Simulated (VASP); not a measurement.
# Sr3Ti4NbO12 (a cell with a defect) in VASP: relaxation of the atoms with PBEsol

Aim: the relaxation of the atoms of Sr3Ti4NbO12 (a cell with a defect) with PBEsol.

All numbers are computed with VASP 6.6.1; they aren't measurements. Logs are shortened: lines on timing, memory, paths and dates and some standing lists are left out, and cuts for length are marked.

### Step 1. The cell of the first run

The cell holds a defect, 40 atoms: a = 7.783 Å, b = 7.783 Å, c = 7.783 Å, α = 90.00°, β = 90.00°, γ = 90.00°.

### Step 2. Relaxation of the atoms, PBEsol

The input, INCAR:

```
SYSTEM = Sr3Ti4NbO12
PREC = Accurate ; ENCUT = 520
EDIFF = 1E-7 ; ISMEAR = -1
SIGMA = 0.05 ; LREAL = Auto
LASPH = .True. ; NELM = 120
ALGO = Normal ; ISIF = 2
LWAVE = .False. ; LCHARG = .False.
GGA = PS ; IBRION = 2
NSW = 100 ; EDIFFG = -0.03
ISYM = -1 ; GGA_COMPAT = .False.
NELMIN = 4
```

The input, KPOINTS:

```
explicit points
1
Reciprocal
  0.25000000   0.25000000   0.25000000 1
```

The input, POSCAR:

```
Sr3Ti4NbO12
1.0
    7.7828210000      0.0000000000      0.0000000000
    0.0000000000      7.7828210000      0.0000000000
    0.0000000000      0.0000000000      7.7828210000
Nb Sr Ti O
2 6 8 24
Direct
    0.0003210000      0.9963900000      0.9984600000
    0.4964630000      0.4975720000      0.5027500000
    0.9956640000      0.0046840000      0.5015160000
    0.9988310000      0.4987370000      0.9998790000
    0.0022770000      0.5025690000      0.5027450000
    0.4929770000      0.0004070000      0.9984650000
    0.5002050000      0.9980750000      0.5024660000
    0.4981080000      0.4960330000      0.0017130000
    0.2509750000      0.2464880000      0.2502500000
    0.2583210000      0.2459070000      0.7490930000
    0.2533780000      0.7482420000      0.2483920000
    0.2497350000      0.7510880000      0.7517430000
    0.7520130000      0.2496340000      0.2484540000
    0.7537200000      0.2508330000      0.7492700000
    0.7436920000      0.7490910000      0.2467590000
    0.7546790000      0.7477240000      0.7451240000
    0.2515160000      0.2469480000      0.0030950000
    0.2507020000      0.2553060000      0.5029290000
    0.2496950000      0.7536490000      0.0028090000
    0.2515960000      0.7511550000      0.5017120000
    0.7492010000      0.2495630000      0.0030890000
    0.7535200000      0.2486590000      0.4956630000
    0.7461360000      0.7499290000      0.0038170000
    0.7511680000      0.7520130000      0.4991040000
    0.0005880000      0.2500640000      0.2506600000
    0.9954240000      0.2525960000      0.7511020000
    0.9987930000      0.7528640000      0.2504240000
    0.0029420000      0.7460300000      0.7524840000
    0.5011450000      0.2458020000      0.2452070000
    0.4984190000      0.2524600000      0.7529750000
    0.4978050000      0.7514440000      0.2449720000
    0.4993250000      0.7505960000      0.7482700000
    0.2468260000      0.0009540000      0.2533570000
    0.2487410000      0.9983520000      0.7460360000
    0.2498120000      0.4999820000      0.2544010000
    0.2459900000      0.4970450000      0.7481660000
    0.7506390000      0.9955740000      0.2532580000
    0.7501670000      0.9967150000      0.7447220000
    0.7528150000      0.5049950000      0.2507860000
    0.7491790000      0.5009810000      0.7494660000
```

Potentials or basis: VASP PAW PBE potentials, release 64 (Nb_sv, Sr_sv, Ti_sv, O).

On the command line:

```
$ cat potpaw_PBE.64/Nb_sv/POTCAR potpaw_PBE.64/Sr_sv/POTCAR potpaw_PBE.64/Ti_sv/POTCAR potpaw_PBE.64/O/POTCAR > POTCAR
$ mpirun -np 1 vasp_std > vasp.out
```

OUTCAR:

```text
SYSTEM = Sr3Ti4NbO12
   PREC = Accurate
   ENCUT = 520
   EDIFF = 1E-7
   ISMEAR = -1
   LREAL = Auto
   LASPH = .True.
   NELM = 120
   ISIF = 2
   GGA = PS
   IBRION = 2
   NSW = 100
   EDIFFG = -0.03
   ISYM = -1
   NELMIN = 4

 ion  position               nearest neighbor table
   1  0.000  0.996  0.998-   6 3.83   3 3.87   4 3.87   4 3.91   3 3.92   6 3.95
   2  0.496  0.498  0.503-   5 3.85   8 3.88   7 3.89   7 3.90   8 3.90   5 3.94
   3  0.996  0.005  0.502-  22 2.68  38 2.69  37 2.72  25 2.73  24 2.74  26 2.74  34 2.74  33 2.75
                            27 2.77  18 2.78  20 2.80  28 2.81  14 3.31  13 3.33  16 3.33   9 3.36
   4  0.999  0.499  1.000-  28 2.72  26 2.72  39 2.74  21 2.75  36 2.75  25 2.75  40 2.75  23 2.77
                            17 2.78  27 2.78  35 2.78  19 2.78  14 3.34  13 3.35  16 3.36  12 3.38
   5  0.002  0.503  0.503-  36 2.69  28 2.71  18 2.73  35 2.73  20 2.74  26 2.74  40 2.75  24 2.75
                            39 2.76  27 2.77  22 2.77  25 2.78  16 3.30  12 3.35  14 3.36  11 3.38
   6  0.493  0.000  0.998-  17 2.69  19 2.70  29 2.71  31 2.73  34 2.73  30 2.74  32 2.75  33 2.76
                            23 2.77  21 2.78  38 2.81  37 2.82  10 3.28  12 3.32   9 3.32  11 3.33
   7  0.500  0.998  0.502-  38 2.71  32 2.71  34 2.72  20 2.73  24 2.74  37 2.75  33 2.77  22 2.77
                            31 2.78  30 2.78  29 2.78  18 2.79  10 3.31  12 3.36  16 3.36  15 3.36
   8  0.498  0.496  0.002-  30 2.71  29 2.72  17 2.73  21 2.74  31 2.75  35 2.76  23 2.76  40 2.77
                            39 2.77  36 2.78  19 2.79  32 2.80  10 3.34  11 3.34  15 3.34   9 3.35
   9  0.251  0.246  0.250-  33 1.91  17 1.92  29 1.95  25 1.95  18 1.97  35 1.97   6 3.32   8 3.35
                             3 3.36   7 3.37   4 3.39   5 3.40
  10  0.258  0.246  0.749-  30 1.87  18 1.92  34 1.93  36 1.96  17 1.98  26 2.05   6 3.28   7 3.31
                             8 3.34   3 3.38   5 3.41   4 3.43
  11  0.253  0.748  0.248-  31 1.90  19 1.91  35 1.93  33 1.97  20 1.97  27 1.98   6 3.33   8 3.34
                             7 3.37   5 3.38   4 3.38   3 3.45
  12  0.250  0.751  0.752-  28 1.92  34 1.92  32 1.94  20 1.95  19 1.95  36 1.98   6 3.32   5 3.35
                             7 3.36   4 3.38   8 3.39   3 3.41
  13  0.752  0.250  0.248-  21 1.91  22 1.92  25 1.93  29 1.95  37 1.98  39 1.99   3 3.33   4 3.35
                             8 3.36   7 3.40   5 3.40   6 3.41
[... 28 lines left out ...]
  39  0.753  0.505  0.251-  15 1.90  13 1.99   4 2.74   5 2.76   8 2.77
  40  0.749  0.501  0.749-  16 1.92  14 1.95   5 2.75   4 2.75   8 2.77

IMPORTANT INFORMATION: All symmetrisations will be switched off!
NOSYMM: (Re-)initialisation of all symmetry stuff for point group C_1.

----------------------------------------------------------------------------------------

                                     Primitive cell

  volume of cell :     471.4234

  direct lattice vectors                    reciprocal lattice vectors
     7.782821000  0.000000000  0.000000000     0.128488115  0.000000000  0.000000000
     0.000000000  7.782821000  0.000000000     0.000000000  0.128488115  0.000000000
     0.000000000  0.000000000  7.782821000     0.000000000  0.000000000  0.128488115

  length of vectors
     7.782821000  7.782821000  7.782821000     0.128488115  0.128488115  0.128488115

  position of ions in fractional coordinates (direct lattice)
     0.000321000  0.996390000  0.998460000
     0.496463000  0.497572000  0.502750000
     0.995664000  0.004684000  0.501516000
     0.998831000  0.498737000  0.999879000
     0.002277000  0.502569000  0.502745000
     0.492977000  0.000407000  0.998465000
[... 32 lines left out ...]
     0.752815000  0.504995000  0.250786000
     0.749179000  0.500981000  0.749466000

  ion indices of the primitive-cell ions
   primitive index   ion index
                 1           1
                 2           2
                 3           3
                 4           4
                 5           5
                 6           6
[... 32 lines left out ...]
                39          39
                40          40

----------------------------------------------------------------------------------------

 KPOINTS: explicit points

Read explicit list of k-points.

 Found      1 k-points:

 Following reciprocal coordinates:
            Coordinates               Weight
  0.250000  0.250000  0.250000      1.000000
   k-points           NKPTS =      1   k-points in BZ     NKDIM =      1   number of bands    NBANDS=    195
   number of dos      NEDOS =    301   number of ions     NIONS =     40
   total plane-waves  NPLWV = 216000
   dimension x,y,z NGX =    60 NGY =   60 NGZ =   60
   dimension x,y,z NGXF=   120 NGYF=  120 NGZF=  120
   ions per type =               2   6   8  24
   NGX,Y,Z   is equivalent  to a cutoff of  12.82, 12.82, 12.82 a.u.
   NGXF,Y,Z  is equivalent  to a cutoff of  25.63, 25.63, 25.63 a.u.
 SYSTEM =  Sr3Ti4NbO12
   PREC   = accura    normal or accurate (medium, high low for compatibility)
   ISTART =      0    job   : 0-new  1-cont  2-samecut
   ICHARG =      2    charge: 1-file 2-atom 10-const
   ISPIN  =      1    spin polarized calculation?
   LNONCOLLINEAR =      F non collinear calculations
   LSORBIT =      F    spin-orbit coupling
   LASPH  =      T    aspherical Exc in radial PAW
   ENCUT  =  520.0 eV  38.22 Ry    6.18 a.u.  14.47 14.47 14.47*2*pi/ulx,y,z
   NELM   =    120;   NELMIN=  4; NELMDL= -5     # of ELM steps
   EDIFF  = 0.1E-06   stopping-criterion for ELM
   LREAL  =      T    real-space projection
   EDIFFG = -.3E-01   stopping-criterion for IOM
   NSW    =    100    number of steps for IOM
   IBRION =      2    ionic relax: 0-MD 1-quasi-New 2-CG
   NFREE  =      1    steps in history (QN), initial steepest desc. (CG)
   ISIF   =      2    stress and relaxation
   ISYM   =     -1    0-nonsym 1-usesym 2-fastsym
   POTIM  = 0.5000    time-step for ionic-motion
   TEBEG  =    0.0;   TEEND  =   0.0 temperature during run
   PSTRESS=    0.0 pullay stress
   NELECT =     326.0000    total number of electrons
   NUPDOWN=      -1.0000    fix difference up-down
   EMIN   =  10.00;   EMAX   =-10.00  energy-range for DOS
   EFERMI =   0.00;   METHOD = LEGACY
   ISMEAR =    -1;   SIGMA  =   0.05  broadening in eV -4-tet -1-fermi 0-gaus
   EFERMI_NEDOS =   21; number of points for ismear=-14 and -15
   IALGO  =     38    algorithm
   IMIX   =      4    mixing-type and parameters
     AMIX     =   0.40;   BMIX     =  1.00
     AMIX_MAG =   1.60;   BMIX_MAG =  1.00
  volume/ion in A,a.u.               =      11.79        79.53
  Fermi-wavevector in a.u.,A,eV,Ry     =   1.447695  2.735746 28.515362  2.095820
  Thomas-Fermi vector in A             =   2.565620
   LORBIT       =      0    0 simple, 1 ext, 2 COOP (PROOUT), +10 PAW based schemes
   GGA     = PS    functional components
   LHFCALC =     F    Hartree Fock is set to
   AEXX    =    0.0000 exact exchange contribution
   IVDW    =     0    specifies the selected vdW correction
   LEPSILON=     F    determine dielectric tensor
   LRPA    =     F    only Hartree local field effects (RPA)
 conjugate gradient relaxation of ions
 non-spin polarized calculation
  energy-cutoff  :      520.00
  volume of cell :      471.42
 maximum number of plane-waves:     12704
 NGX is ok and might be reduce to    60
   NGX = 29   NGY = 29   NGZ = 29

--------------------------------------- Ionic step        1  -------------------------------------------

 number of electron     326.0000013 magnetization

 Free energy of the ion-electron system (eV)
  ---------------------------------------------------
  ext. energy  EPLUGINS =         0.00000000
  ---------------------------------------------------
  free energy    TOTEN  =      -338.03309952 eV

  energy without entropy =     -337.81152235  energy(sigma->0) =     -337.92231094

------------------------ aborting loop because EDIFF is reached ----------------------------------------

  FORCE on cell =-STRESS in cart. coord.  units (eV):
  Direction    XX          YY          ZZ          XY          YZ          ZX
  --------------------------------------------------------------------------------------
  -------------------------------------------------------------------------------------
  Total       -7.8197483     -8.4381515     -7.6574862     -5.8360880     -5.5288297     -5.8542912
  in kB      -26.5761601    -28.6778621    -26.0246967    -19.8345016    -18.7902547    -19.8963669
  external PRESSURE =     -27.0929063 kB  Pullay stress =       0.0000000 kB
[... 203 lines left out ...]
  FREE ENERGIE OF THE ION-ELECTRON SYSTEM (eV)
  ---------------------------------------------------
  free  energy   TOTEN  =      -338.5700115780 eV

  energy  without entropy=     -338.3549305733  energy(sigma->0) =     -338.46247108

[... ionic steps 4 to 74 ...]

--------------------------------------- Ionic step       75  -------------------------------------------

 number of electron     326.0000010 magnetization

------------------------ aborting loop because EDIFF is reached ----------------------------------------

  FORCE on cell =-STRESS in cart. coord.  units (eV):
  Direction    XX          YY          ZZ          XY          YZ          ZX
  --------------------------------------------------------------------------------------
  -------------------------------------------------------------------------------------
  Total       -1.7038200     -1.5949404      3.6621889     -1.3025020     -0.0427359     -0.1100020
  in kB       -5.7905947     -5.4205571     12.4462980     -4.4266771     -0.1452421     -0.3738521
  external PRESSURE =       0.4117154 kB  Pullay stress =       0.0000000 kB
[... 133 lines left out ...]
  energy  without entropy=     -345.1168370194  energy(sigma->0) =     -345.18000595

--------------------------------------- Ionic step       77  -------------------------------------------

 number of electron     326.0000008 magnetization

 Free energy of the ion-electron system (eV)
  ---------------------------------------------------
  ext. energy  EPLUGINS =         0.00000000
  ---------------------------------------------------
  free energy    TOTEN  =      -345.24383181 eV

  energy without entropy =     -345.11689361  energy(sigma->0) =     -345.18036271

 E-fermi :   7.0937     XC(G=0): -11.5889

 val. band max:        7.0278997168   @ k =   0.2500   0.2500   0.2500
 cond. band min:       7.1855368103   @ k =   0.2500   0.2500   0.2500
 fundamental gap:      0.1576370935
 Fermi energy:         7.0936679868

 k-point     1 :       0.2500    0.2500    0.2500
  band No.  band energies     occupation
      1     -51.4266      2.00000
      2     -51.4255      2.00000
      3     -51.3769      2.00000
      4     -51.3749      2.00000
      5     -51.1998      2.00000
      6     -51.1924      2.00000
[... 167 lines left out ...]
    174       8.0231      0.00000
    175       8.1429      0.00000
 [bands above 175 left out]

------------------------ aborting loop because EDIFF is reached ----------------------------------------

  FORCE on cell =-STRESS in cart. coord.  units (eV):
  Direction    XX          YY          ZZ          XY          YZ          ZX
  --------------------------------------------------------------------------------------
  -------------------------------------------------------------------------------------
  Total       -1.5711447     -1.5994650      3.6680689     -1.3197474     -0.0760274     -0.0684566
  in kB       -5.3396851     -5.4359341     12.4662818     -4.4852875     -0.2583865     -0.2326563
  external PRESSURE =       0.5635542 kB  Pullay stress =       0.0000000 kB
[... 55 lines left out ...]
  FREE ENERGIE OF THE ION-ELECTRON SYSTEM (eV)
  ---------------------------------------------------
  free  energy   TOTEN  =      -345.2438318086 eV

  energy  without entropy=     -345.1168936081  energy(sigma->0) =     -345.18036271

 reached required accuracy - stopping structural energy minimisation
```

It took 2.4 h on 1 thread of Intel Xeon 6975P-C (Granite Rapids), shared host; peak memory 0.61 GiB.

What came out:

```yaml
Free_energy: -345.2438 eV
Energy_gained_by_relaxing: 180.3 meV/atom
Ionic_steps: 77
Pressure_after_relaxing: 0.1 GPa
Largest_force_after_relaxing: 0.027 eV/Å
```

Forces in eV/Å, atoms in the order of the input:
```
Nb   0.007  0.004 -0.003
Nb   0.008 -0.001  0.018
Sr   0.007  0.011 -0.001
Sr   0.000  0.002  0.002
Sr  -0.011  0.001  0.004
Sr  -0.002  0.002  0.000
Sr   0.005  0.006  0.009
Sr  -0.007 -0.008  0.004
Ti  -0.002 -0.015 -0.012
Ti   0.015 -0.004 -0.007
Ti   0.005  0.012 -0.002
Ti   0.021  0.001  0.011
Ti  -0.002  0.001  0.012
Ti  -0.005  0.005 -0.021
Ti  -0.004  0.004  0.013
Ti   0.000  0.003 -0.009
O   -0.005 -0.010  0.011
O   -0.008 -0.003 -0.004
O   -0.016 -0.012 -0.007
O   -0.008 -0.023 -0.010
O    0.009  0.013  0.000
O    0.012  0.006 -0.010
O    0.000  0.005  0.001
O    0.001  0.004 -0.005
O   -0.008  0.003  0.003
O    0.000  0.002  0.005
O    0.001 -0.003 -0.004
O    0.002  0.005  0.002
O    0.005  0.005 -0.012
O    0.001 -0.008 -0.004
O   -0.004 -0.013 -0.009
O   -0.011 -0.004  0.011
O   -0.008 -0.001  0.003
O    0.001 -0.010 -0.003
O   -0.022  0.001 -0.014
O    0.015  0.001 -0.001
O   -0.003  0.008  0.004
O   -0.006  0.011  0.009
O    0.008 -0.005  0.008
O    0.009  0.006  0.005
```

Step by step:
```
step  energy change (eV)  largest force (eV/Å)  pressure (GPa)
   1              0.0000                1.3572           -2.71
   3             -0.5369                0.8627           -3.16
   5             -0.7647                0.5058           -3.29
   7             -0.8280                0.6574           -3.32
   9             -1.0693                1.5613           -3.15
  11              2.3306               21.7086            6.31
  13             -1.5148                2.4609           -1.39
  15             -1.5303                2.4565           -1.49
  17             -1.5572                2.9961           -0.54
  19             -1.6047                2.5071           -0.91
  21             -1.9073                2.4881           -0.75
  23             -2.6917                3.1090            0.66
  25             -2.7302                3.2693            1.07
  27             -3.4852                1.8452            0.62
  29             -3.8594                1.7226            0.68
  31             -4.3474                0.7395            1.24
  33             -4.6819                0.9987            1.97
  35             -4.9922                0.8499            2.22
  37             -5.1923                0.4319            2.18
  39             -5.3645                0.6102            2.26
  41             -5.6236                0.4172            2.16
  43             -5.7544                0.3970            2.09
  45             -5.9186                0.6194            1.67
  47             -6.0589                0.3523            1.56
  49             -6.1661                0.4320            1.57
  51             -6.2872                0.4863            1.60
  53             -6.4806                0.5482            1.44
  55             -6.7113                0.3850            1.06
  57             -6.8469                0.3396            0.70
  59             -6.9484                0.2974            0.36
  61             -7.0314                0.3440            0.11
  63             -7.0975                0.2926            0.08
  65             -7.1469                0.2159            0.08
  67             -7.1864                0.1384            0.08
  69             -7.1988                0.0974            0.10
  71             -7.2056                0.0580            0.08
  73             -7.2087                0.0529            0.04
  75             -7.2100                0.0415            0.04
  77             -7.2107                0.0266            0.06
```

Final structure:
```
Nb Sr Ti O
1.0
     7.78282    0.00000    0.00000
     0.00000    7.78282    0.00000
     0.00000    0.00000    7.78282
Nb Sr Ti O
2 6 8 24
Direct
  0.99581 0.88379 0.94185
  0.38472 0.49581 0.44166
  0.00576 0.01003 0.49562
  0.99517 0.47466 0.01589
  0.97491 0.49451 0.51580
  0.50709 0.00547 0.99401
  0.50552 0.00665 0.49400
  0.51058 0.50622 0.99514
  0.25055 0.25590 0.24885
  0.24597 0.25072 0.75797
  0.24715 0.76937 0.24124
  0.26848 0.74753 0.74122
  0.75673 0.24243 0.25024
  0.74267 0.25613 0.75043
  0.75102 0.74594 0.25767
  0.75549 0.74987 0.74851
  0.27761 0.28508 0.00260
  0.24386 0.24551 0.50537
  0.25597 0.73287 0.99739
  0.23351 0.75733 0.49723
  0.72759 0.26958 0.00926
  0.76992 0.22721 0.50937
  0.74634 0.74275 0.00515
  0.78420 0.77688 0.50252
  0.99909 0.21990 0.24088
  0.01025 0.29250 0.76189
  0.99772 0.81495 0.20329
  0.01051 0.69349 0.76859
  0.50555 0.31781 0.29296
  0.50476 0.19910 0.74755
  0.49455 0.69259 0.28279
  0.50580 0.79759 0.74663
  0.29830 0.00594 0.24593
  0.19268 0.99468 0.78295
  0.19399 0.51086 0.26953
  0.31402 0.49780 0.70213
  0.69928 0.00445 0.24721
  0.81808 0.00468 0.79225
  0.79271 0.51007 0.26164
  0.71958 0.49848 0.74035
```

Levels at points of the mesh, in eV from the Fermi level:
| k point | band 160 | band 161 | band 162 | band 163 | band 164 | band 165 | band 166 | band 167 |
| --- | --- | --- | --- | --- | --- | --- | --- | --- |
| (0.25, 0.25, 0.25) | -3.04 | -0.62 | -0.42 | -0.07 | 0.09 | 0.17 | 0.19 | 0.20 |

Caveat: the PAW data sets were made with another functional, which shifts forces and pressure a little.
